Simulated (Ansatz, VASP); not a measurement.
MgO: VASP beside Ansatz

INCAR

```
  ALGO = Normal
  EDIFF = 1E-6
  ENCUT = 520
  GGA = PE
  ISIF = 2
  ISMEAR = 0
  LASPH = True
  LCHARG = False
  LREAL = False
  LWAVE = False
  NBANDS = 16
  NELM = 80
  PREC = Accurate
  SIGMA = 0.05
```

The input KPOINTS:

```
k-points
0
Gamma
  9 9 6
```

File POSCAR:

```
MgO
1.0
    3.4838322786      0.0000000000      0.0000000000
   -1.7419161393      3.0170872558      0.0000000000
    0.0000000000      0.0000000000      4.3311002888
Mg O
2 2
Direct
    0.6666666667      0.3333333333      0.7500000000
    0.3333333333      0.6666666667      0.2500000000
    0.6666666667      0.3333333333      0.2500000000
    0.3333333333      0.6666666667      0.7500000000
```

Input for Ansatz:

```yaml
crystal:
  lattice:
    - [3.4838322786, 0.0, 0.0]
    - [-1.7419161393, 3.0170872558, 0.0]
    - [0.0, 0.0, 4.3311002888]
  atoms:
    - { symbol: Mg, position: [0.6666666667, 0.3333333333, 0.75] }
    - { symbol: Mg, position: [0.3333333333, 0.6666666667, 0.25] }
    - { symbol: O, position: [0.6666666667, 0.3333333333, 0.25] }
    - { symbol: O, position: [0.3333333333, 0.6666666667, 0.75] }
basis:
  ecutwfc: 520.0
kpoints:
  mp_grid: { grid: [9, 9, 6] }
hamiltonian:
  xc: pbe
  pseudopotentials: { kind: paw, azcp: { folder: soft_1 } }
scf:
  occupations: { method: gaussian, width: 0.05 }
output:
  forces: true
  stress: true
  eigenvalues: true
```

Alike in both runs: task single point; functional PBE; k mesh 9 × 9 × 6; occupations gaussian, width 0.05 eV; no spin polarisation.

```csv
,VASP,Ansatz
version,VASP 6.6.1,Ansatz 0.2.0
potentials or method,"VASP PAW PBE potentials, release 64 (Mg, O), cutoff 520 eV","scalar-relativistic, plane waves, PAW"
valence electrons in the cell,16,32
```

|  | VASP | Ansatz | Ansatz less VASP |
| --- | --- | --- | --- |
| gap on the k mesh at the Fermi level (eV) | 3.21 | 3.24 | +0.021 |
| least direct gap on the mesh (eV) | 3.21 | 3.24 | +0.021 |
| pressure (GPa) | -0.4 | 0.1 | +0.56 |
| traceless stress, the component that is largest in VASP (GPa) | -3.20 | -3.07 | +0.125 |

VASP's potentials hold 16 valence electrons a cell and Ansatz's 32, so a difference there can come from the potentials and not from the codes.
